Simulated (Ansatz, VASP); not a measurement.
# BAs: VASP beside Ansatz

```
B As
1.0
     0.00000    2.39187    2.39187
     2.39187    0.00000    2.39187
     2.39187    2.39187    0.00000
B As
1 1
Direct
  0.00000 0.00000 0.00000
  0.25000 0.25000 0.25000
```

Alike in both runs: task single point; functional PBE; k mesh 10 × 10 × 10; no spin polarisation.

```csv
,VASP,Ansatz
version,VASP 6.6.1,Ansatz 0.2.0
potentials or method,"VASP PAW PBE potentials, release 64 (B, As)","plane waves, PAW"
plane-wave cutoff (eV),520,420
occupations,"gaussian, width 0.01 eV",fixed
valence electrons in the cell,8,18
```

```tsv
	VASP	Ansatz	Ansatz less VASP
gap on the k mesh at the Fermi level (eV)	1.18	1.19	+0.009
pressure (GPa)	2.8	2.2	-0.64
```

VASP's potentials hold 8 valence electrons a cell and Ansatz's 18, so a difference there can come from the potentials and not from the codes.
